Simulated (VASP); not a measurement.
# SiC (Fm-3m) in VASP: further runs, part 3 of 3

VASP 6.6.1. The steps go on from the part before.

### 4 Single point, PBE, collinear spin, zero start

Contents of INCAR:

```
SYSTEM = SiC
PREC = Accurate
ENCUT = 520
EDIFF = 1E-6
ISMEAR = -1
SIGMA = 0.02
LREAL = .False.
LASPH = .True.
NELM = 150
ALGO = Normal
ISIF = 2
LWAVE = .False.
LCHARG = .False.
ISPIN = 2
MAGMOM = 0 0
LORBIT = 11
GGA = PE
NBANDS = 15
```

Contents of KPOINTS:

```
Automatic mesh
0
Gamma
  8 8 8
  0 0 0
```

Contents of POSCAR:

```
SiC
1.0
    0.0000000000      2.0138689999      2.0138689999
    2.0138689999      0.0000000000      2.0138689999
    2.0138689999      2.0138689999      0.0000000000
Si C
1 1
Direct
    0.0000000000      0.0000000000      0.0000000000
    0.5000000000      0.5000000000      0.5000000000
```

Potentials or basis: VASP PAW PBE potentials, release 64 (Si, C).

Run with:

```sh
$ cat potpaw_PBE.64/Si/POTCAR potpaw_PBE.64/C/POTCAR > POTCAR
$ mpirun -np 1 vasp_std > vasp.out
```

OUTCAR:

```text
SYSTEM = SiC
   PREC = Accurate
   ENCUT = 520
   EDIFF = 1E-6
   ISMEAR = -1
   LREAL = .False.
   LASPH = .True.
   NELM = 150
   ISIF = 2
   ISPIN = 2
   LORBIT = 11
   GGA = PE

 ion  position               nearest neighbor table
   1  0.000  0.000  0.000-   2 2.01   2 2.01   2 2.01   2 2.01   2 2.01   2 2.01
   2  0.500  0.500  0.500-   1 2.01   1 2.01   1 2.01   1 2.01   1 2.01   1 2.01

  LATTYP: Found a face centered cubic cell.
 ALAT       =     4.0277379998

  Lattice vectors:

 A1 = (   0.0000000000,   2.0138689999,   2.0138689999)
 A2 = (   2.0138689999,   0.0000000000,   2.0138689999)
 A3 = (   2.0138689999,   2.0138689999,   0.0000000000)

Analysis of symmetry for initial positions (statically):
=====================================================================
 Subroutine PRICEL returns:
 Original cell was already a primitive cell.

 Routine SETGRP: Setting up the symmetry group for a
 face centered cubic supercell.

 Subroutine GETGRP returns: Found 48 space group operations
 (whereof 48 operations were pure point group operations)
 out of a pool of 48 trial point group operations.

The static configuration has the point symmetry O_h .

Analysis of symmetry for dynamics (positions and initial velocities):
=====================================================================
 Subroutine PRICEL returns:
 Original cell was already a primitive cell.

 Routine SETGRP: Setting up the symmetry group for a
 face centered cubic supercell.

 Subroutine GETGRP returns: Found 48 space group operations
 (whereof 48 operations were pure point group operations)
 out of a pool of 48 trial point group operations.

The dynamic configuration has the point symmetry O_h .

Analysis of structural, dynamic, and magnetic symmetry:
=====================================================================
 Subroutine PRICEL returns:
 Original cell was already a primitive cell.

 Routine SETGRP: Setting up the symmetry group for a
 face centered cubic supercell.

 Subroutine GETGRP returns: Found 48 space group operations
 (whereof 48 operations were pure point group operations)
 out of a pool of 48 trial point group operations.

The overall configuration has the point symmetry O_h .

 Subroutine INISYM returns: Found 48 space group operations
 (whereof 48 operations are pure point group operations),
 and found     1 'primitive' translations

----------------------------------------------------------------------------------------

                                     Primitive cell

  volume of cell :      16.3352

  direct lattice vectors                    reciprocal lattice vectors
     0.000000000  2.013869000  2.013869000    -0.248278314  0.248278314  0.248278314
     2.013869000  0.000000000  2.013869000     0.248278314 -0.248278314  0.248278314
     2.013869000  2.013869000  0.000000000     0.248278314  0.248278314 -0.248278314

  length of vectors
     2.848040853  2.848040853  2.848040853     0.430030654  0.430030654  0.430030654

  position of ions in fractional coordinates (direct lattice)
     0.000000000  0.000000000  0.000000000
     0.500000000  0.500000000  0.500000000

  ion indices of the primitive-cell ions
   primitive index   ion index
                 1           1
                 2           2

[... 85 lines left out ...]
   EFERMI =   0.00;   METHOD = LEGACY
   ISMEAR =    -1;   SIGMA  =   0.02  broadening in eV -4-tet -1-fermi 0-gaus
   EFERMI_NEDOS =   21; number of points for ismear=-14 and -15
   IALGO  =     38    algorithm
   IMIX   =      4    mixing-type and parameters
     AMIX     =   0.40;   BMIX     =  1.00
     AMIX_MAG =   1.60;   BMIX_MAG =  1.00
  volume/ion in A,a.u.               =       8.17        55.12
  Fermi-wavevector in a.u.,A,eV,Ry     =   1.290418  2.438536 22.656116  1.665178
  Thomas-Fermi vector in A             =   2.422250
   LORBIT       =     11    0 simple, 1 ext, 2 COOP (PROOUT), +10 PAW based schemes
   GGA     = PE    functional components
   LHFCALC =     F    Hartree Fock is set to
   AEXX    =    0.0000 exact exchange contribution
   IVDW    =     0    specifies the selected vdW correction
   LEPSILON=     F    determine dielectric tensor
   LRPA    =     F    only Hartree local field effects (RPA)
 spin polarized calculation
  energy-cutoff  :      520.00
  volume of cell :       16.34
 maximum number of plane-waves:       459
 NGX is ok and might be reduce to    24
   NGX = 11   NGY = 11   NGZ = 11

 number of electron       8.0000000 magnetization      -0.0000036

 number of electron       8.0000000 magnetization       0.0000005

 Free energy of the ion-electron system (eV)
  ---------------------------------------------------
  ext. energy  EPLUGINS =         0.00000000
  ---------------------------------------------------
  free energy    TOTEN  =       -13.56432484 eV

  energy without entropy =      -13.56361204  energy(sigma->0) =      -13.56396844

 E-fermi :  12.6799     XC(G=0): -12.7673

 val. band max:       12.6436555152   @ k =   0.0000   0.0000   0.0000
 cond. band min:      12.6972627546   @ k =  -0.1250   0.1250   0.0000
 fundamental gap:      0.0536072394
 Fermi energy:        12.6799115913

 spin component 1

 k-point     1 :       0.0000    0.0000    0.0000
  band No.  band energies     occupation
      1      -6.0079      1.00000
      2      12.6437      0.85970
      3      12.6437      0.85970
      4      12.6437      0.85970
      5      20.3950      0.00000
      6      21.5924      0.00000
      7      21.5924      0.00000
      8      21.5924      0.00000
      9      25.5539      0.00000
     10      25.5539      0.00000
     11      25.5539      0.00000
     12      26.6997      0.00000
     13      26.6997      0.00000
     14      27.8250      0.00000
[... 403 lines left out ...]
      4       9.3078      1.00000
      5      16.6994      0.00000
      6      19.0321      0.00000
      7      22.5405      0.00000
      8      25.0439      0.00000
      9      27.1077      0.00000
     10      27.8021      0.00000
     11      31.5977      0.00000
     12      38.3681      0.00000
     13      39.1184      0.00000
     14      39.5244      0.00000
     15      41.6248      0.00000

 [... further k-points ...]

 spin component 2

 k-point     1 :       0.0000    0.0000    0.0000
  band No.  band energies     occupation
      1      -6.0079      1.00000
      2      12.6437      0.85970
      3      12.6437      0.85970
      4      12.6437      0.85970
      5      20.3950      0.00000
      6      21.5924      0.00000
      7      21.5924      0.00000
      8      21.5924      0.00000
      9      25.5539      0.00000
     10      25.5539      0.00000
     11      25.5539      0.00000
     12      26.6997      0.00000
     13      26.6997      0.00000
     14      27.8250      0.00000
[... 403 lines left out ...]
      4       9.3078      1.00000
      5      16.6994      0.00000
      6      19.0321      0.00000
      7      22.5405      0.00000
      8      25.0439      0.00000
      9      27.1077      0.00000
     10      27.8022      0.00000
     11      31.5977      0.00000
     12      38.3681      0.00000
     13      39.1184      0.00000
     14      39.5244      0.00000
     15      41.6248      0.00000

 [... further k-points ...]
[... 5 lines left out ...]
  --------------------------------------------------------------------------------------
  -------------------------------------------------------------------------------------
  Total        0.6384343      0.6384343      0.6384343      0.0000000      0.0000000     -0.0000000
  in kB       62.6185674     62.6185674     62.6185674      0.0000000      0.0000000     -0.0000000
  external PRESSURE =      62.6185674 kB  Pullay stress =       0.0000000 kB

 VOLUME and BASIS-vectors are now :
 -----------------------------------------------------------------------------
  energy-cutoff  :      520.00
  volume of cell :       16.34
      direct lattice vectors                 reciprocal lattice vectors
     0.000000000  2.013869000  2.013869000    -0.248278314  0.248278314  0.248278314
     2.013869000  0.000000000  2.013869000     0.248278314 -0.248278314  0.248278314
     2.013869000  2.013869000  0.000000000     0.248278314  0.248278314 -0.248278314

 POSITION                                       TOTAL-FORCE (eV/Angst)
 -----------------------------------------------------------------------------------
      0.00000      0.00000      0.00000         0.000000     -0.000000      0.000000
      2.01387      2.01387      2.01387        -0.000000      0.000000     -0.000000
 -----------------------------------------------------------------------------------
    total drift:                               -0.000000     -0.000000      0.000000

  FREE ENERGIE OF THE ION-ELECTRON SYSTEM (eV)
  ---------------------------------------------------
  free  energy   TOTEN  =       -13.5643248358 eV

  energy  without entropy=      -13.5636120407  energy(sigma->0) =      -13.56396844

 total charge

# of ion       s       p       d       tot
------------------------------------------
    1        0.657   0.849   0.000   1.506
    2        0.842   1.709   0.000   2.551
--------------------------------------------------
tot          1.499   2.558   0.000   4.057

 magnetization (x)

# of ion       s       p       d       tot
------------------------------------------
    1        0.000   0.000   0.000   0.000
    2       -0.000  -0.000   0.000  -0.000
--------------------------------------------------
tot         -0.000   0.000   0.000  -0.000
```

OSZICAR:

```text
N       E                     dE             d eps       ncg     rms          rms(c)
DAV:   1     0.466703249190E+01    0.46670E+01   -0.39467E+03  1804   0.464E+02
DAV:   2    -0.145683959218E+02   -0.19235E+02   -0.18393E+02  2314   0.979E+01
DAV:   3    -0.150019503376E+02   -0.43355E+00   -0.43317E+00  1985   0.107E+01
DAV:   4    -0.150025264566E+02   -0.57612E-03   -0.57611E-03  2188   0.527E-01
DAV:   5    -0.150025273024E+02   -0.84575E-06   -0.84654E-06  1957   0.181E-02    0.836E+00
DAV:   6    -0.135893554453E+02    0.14132E+01   -0.38680E+00  1873   0.734E+00    0.345E+00
DAV:   7    -0.135647886773E+02    0.24567E-01   -0.32752E-01  2209   0.270E+00    0.154E+00
DAV:   8    -0.135648854871E+02   -0.96810E-04   -0.17347E-02  1950   0.600E-01    0.261E-01
DAV:   9    -0.135643062107E+02    0.57928E-03   -0.37311E-03  1908   0.251E-01    0.124E-01
DAV:  10    -0.135643201366E+02   -0.13926E-04   -0.16152E-04  1936   0.678E-02    0.416E-02
DAV:  11    -0.135643249168E+02   -0.47801E-05   -0.69913E-06  2216   0.172E-02    0.835E-03
DAV:  12    -0.135643248358E+02    0.80960E-07   -0.65538E-08  1010   0.156E-03
   1 F= -.13564325E+02 E0= -.13563968E+02  d E =-.712795E-03  mag=    -0.0000
```

stdout:

```text
POSCAR found type information on POSCAR SiC
 POSCAR found :  2 types and       2 ions
 scaLAPACK will be used
 LDA part: xc-table for (Slater+PW92), standard interpolation
 POSCAR, INCAR and KPOINTS ok, starting setup
 FFT: planning ... GRIDC
 FFT: planning ... GRID_SOFT
 FFT: planning ... GRID
 WAVECAR not read
 entering main loop
```

Run time: 8.8 s. Hardware: 1 thread of Intel Xeon 6975P-C (Granite Rapids), shared host; peak memory 0.13 GiB.

Results:

| Property | Result |
| --- | --- |
| Free energy | -13.5643 eV |
| Pressure | 6.3 GPa |
| Band gap on the k mesh | zero (filled and empty bands overlap) |
| Net moment | 0.00 μB per cell |
| Valence electrons inside the program's atomic spheres | Si 1.51; C 2.55 |

Levels at points of the mesh, in eV from the Fermi level:
Spin up:
```tsv
k point	band 1	band 2	band 3	band 4	band 5	band 6	band 7	band 8	band 9
(0.00, 0.00, 0.00)	-18.69	-0.04	-0.04	-0.04	7.72	8.91	8.91	8.91	12.87
(0.50, 0.00, 0.00)	-13.45	-11.70	-1.13	-1.13	5.30	5.30	5.97	9.74	14.94
(0.50, 0.50, 0.00)	-11.64	-9.98	-4.40	-4.40	-0.87	2.43	15.03	15.03	15.26
```
Spin down:
| k point | band 1 | band 2 | band 3 | band 4 | band 5 | band 6 | band 7 | band 8 |
| --- | --- | --- | --- | --- | --- | --- | --- | --- |
| (0.00, 0.00, 0.00) | -18.69 | -0.04 | -0.04 | -0.04 | 7.72 | 8.91 | 8.91 | 8.91 |
| (0.50, 0.00, 0.00) | -13.45 | -11.70 | -1.13 | -1.13 | 5.30 | 5.30 | 5.97 | 9.74 |
| (0.50, 0.50, 0.00) | -11.64 | -9.98 | -4.40 | -4.40 | -0.87 | 2.43 | 15.03 | 15.03 |

### 5 Single point, PBE, collinear spin, zero start

Contents of INCAR:

```
PREC     = Accurate       # precision mode
ENCUT    = 520            # plane-wave cutoff, eV
EDIFF    = 1E-6           # SCF threshold, eV
ISMEAR   = -1             # smearing method
SIGMA    = 0.02           # smearing width, eV
LREAL    = False          # projectors in reciprocal space
LASPH    = True           # aspherical terms in the spheres
NELM     = 150            # most SCF steps
ALGO     = Normal         # electronic algorithm
ISIF     = 2              # what is computed and relaxed
LWAVE    = False          # write WAVECAR
LCHARG   = False          # write CHGCAR
ISPIN    = 2              # spin polarisation
MAGMOM   = 0 0            # initial moments
LORBIT   = 11             # projections on sites
GGA      = PE             # functional
NBANDS   = 15             # bands
```

Contents of KPOINTS:

```
Automatic mesh
0
Gamma
  8 8 8
```

POSCAR is that of step 4.

Potentials or basis: VASP PAW PBE potentials, release 64 (Si, C).

Run with:

```sh
$ cat potpaw_PBE.64/Si/POTCAR potpaw_PBE.64/C/POTCAR > POTCAR
$ mpirun -np 1 vasp_std > vasp.out
```

OUTCAR:

```text
PREC = Accurate
   ENCUT = 520
   EDIFF = 1E-6
   ISMEAR = -1
   LREAL = False
   LASPH = True
   NELM = 150
   ISIF = 2
   ISPIN = 2
   LORBIT = 11
   GGA = PE

 ion  position               nearest neighbor table
   1  0.000  0.000  0.000-   2 2.01   2 2.01   2 2.01   2 2.01   2 2.01   2 2.01
   2  0.500  0.500  0.500-   1 2.01   1 2.01   1 2.01   1 2.01   1 2.01   1 2.01

  LATTYP: Found a face centered cubic cell.
 ALAT       =     4.0277379998

  Lattice vectors:

 A1 = (   0.0000000000,   2.0138689999,   2.0138689999)
 A2 = (   2.0138689999,   0.0000000000,   2.0138689999)
[... 1080 lines left out ...]

 VOLUME and BASIS-vectors are now :
 -----------------------------------------------------------------------------
  energy-cutoff  :      520.00
  volume of cell :       16.34
      direct lattice vectors                 reciprocal lattice vectors
     0.000000000  2.013869000  2.013869000    -0.248278314  0.248278314  0.248278314
     2.013869000  0.000000000  2.013869000     0.248278314 -0.248278314  0.248278314
     2.013869000  2.013869000  0.000000000     0.248278314  0.248278314 -0.248278314

 POSITION                                       TOTAL-FORCE (eV/Angst)
 -----------------------------------------------------------------------------------
      0.00000      0.00000      0.00000         0.000000     -0.000000      0.000000
      2.01387      2.01387      2.01387        -0.000000      0.000000     -0.000000
 -----------------------------------------------------------------------------------
    total drift:                               -0.000000     -0.000000      0.000000

  FREE ENERGIE OF THE ION-ELECTRON SYSTEM (eV)
  ---------------------------------------------------
  free  energy   TOTEN  =       -13.5643248358 eV

  energy  without entropy=      -13.5636120407  energy(sigma->0) =      -13.56396844

 total charge

# of ion       s       p       d       tot
------------------------------------------
    1        0.657   0.849   0.000   1.506
    2        0.842   1.709   0.000   2.551
--------------------------------------------------
tot          1.499   2.558   0.000   4.057

 magnetization (x)

# of ion       s       p       d       tot
------------------------------------------
    1        0.000   0.000   0.000   0.000
    2       -0.000  -0.000   0.000  -0.000
--------------------------------------------------
tot         -0.000   0.000   0.000  -0.000
```

stdout:

```text
POSCAR found type information on POSCAR SiC
 POSCAR found :  2 types and       2 ions
 scaLAPACK will be used
 LDA part: xc-table for (Slater+PW92), standard interpolation
 POSCAR, INCAR and KPOINTS ok, starting setup
 FFT: planning ... GRIDC
 FFT: planning ... GRID_SOFT
 FFT: planning ... GRID
 WAVECAR not read
 entering main loop
```

Run time: 8.4 s. Hardware: 1 thread of Intel Xeon 6975P-C (Granite Rapids), shared host; peak memory 0.14 GiB.

What came out:

| Quantity | Value |
| --- | --- |
| Free energy | -13.5643 eV |
| Pressure | 6.3 GPa |
| Band gap on the k mesh | zero (filled and empty bands overlap) |
| Net moment | 0.00 μB per cell |
| Valence electrons inside the program's atomic spheres | Si 1.51; C 2.55 |

Levels at points of the mesh, in eV from the Fermi level:
Spin up:
| k point | band 1 | band 2 | band 3 | band 4 | band 5 | band 6 | band 7 | band 8 |
| --- | --- | --- | --- | --- | --- | --- | --- | --- |
| (0.00, 0.00, 0.00) | -18.69 | -0.04 | -0.04 | -0.04 | 7.72 | 8.91 | 8.91 | 8.91 |
| (0.50, 0.00, 0.00) | -13.45 | -11.70 | -1.13 | -1.13 | 5.30 | 5.30 | 5.97 | 9.74 |
| (0.50, 0.50, 0.00) | -11.64 | -9.98 | -4.40 | -4.40 | -0.87 | 2.43 | 15.03 | 15.03 |
Spin down:
```csv
k point,band 2,band 3,band 4,band 5,band 6,band 7
"(0.00, 0.00, 0.00)",-0.04,-0.04,-0.04,7.72,8.91,8.91
"(0.50, 0.00, 0.00)",-11.70,-1.13,-1.13,5.30,5.30,5.97
"(0.50, 0.50, 0.00)",-9.98,-4.40,-4.40,-0.87,2.43,15.03
```
